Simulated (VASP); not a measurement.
A run of VASP 6.6.1 is set up as follows.

Contents of INCAR:

```
ALGO = Normal
EDIFF = 1E-6
ENCUT = 520
GGA = PS
ISIF = 2
ISMEAR = 0
LASPH = True
LCHARG = True
LELF = True
LREAL = False
LVHAR = True
LWAVE = False
NBANDS = 35
NELM = 100
PREC = Accurate
SIGMA = 0.05
```

File KPOINTS:

```
k-points
0
Gamma
  6 6 8
```

POSCAR

```
SnO2
1.0
    4.7291439302      0.0000000000      0.0000000000
    0.0000000000      4.7291439302      0.0000000000
    0.0000000000      0.0000000000      3.1847148224
Sn O
2 4
Direct
    0.0000000000      0.0000000000      0.0000000000
    0.5000000000      0.5000000000      0.5000000000
    0.2471788033      0.3654173315      0.0000000000
    0.2528211967      0.8654173315      0.5000000000
    0.7528211967      0.6345826685      0.0000000000
    0.7471788033      0.1345826685      0.5000000000
```

Potentials or basis: VASP PAW PBE potentials, release 64 (Sn_d, O).

The run is started by

```bash
$ cat potpaw_PBE.64/Sn_d/POTCAR potpaw_PBE.64/O/POTCAR > POTCAR
$ mpirun -np 1 vasp_std > vasp.out
```

(1) What does it give for the pressure?

(2) Estimate the band gap on the k mesh.

Results:

(1) -0.7 GPa.

(2) 1.33 eV (least direct gap 1.40 eV).

Caveat: the cell differs from its parent crystal (atoms displaced along a vibrational mode, the cell strained); the PAW data sets were made with another functional, which shifts forces and pressure a little; spin-orbit coupling is left out, which moves the levels of the heavy elements.
